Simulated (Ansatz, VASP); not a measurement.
# One calculation of BN, two programs

```
CELL_PARAMETERS angstrom
0.00000 1.67803 1.67803
1.67803 0.00000 1.67803
1.67803 1.67803 0.00000
ATOMIC_POSITIONS crystal
B 0.00000 0.00000 0.00000
N 0.25000 0.25000 0.25000
```

Alike in both runs: task single point; functional PBE; k mesh 10 × 10 × 10; no spin polarisation.

|  | VASP | Ansatz |
| --- | --- | --- |
| version | VASP 6.6.1 | Ansatz 0.2.0 |
| potentials or method | VASP PAW PBE potentials, release 64 (B, N) | scalar-relativistic, plane waves, norm-conserving pseudopotentials |
| plane-wave cutoff (eV) | 600 | 1240 |
| occupations | gaussian, width 0.01 eV | fixed |
| valence electrons in the cell | 8 | 8 |

```csv
,VASP,Ansatz,Ansatz less VASP
gap on the k mesh at the Fermi level (eV),4.66,4.68,+0.011
least direct gap on the mesh (eV),9.89,9.89,+0.008
```
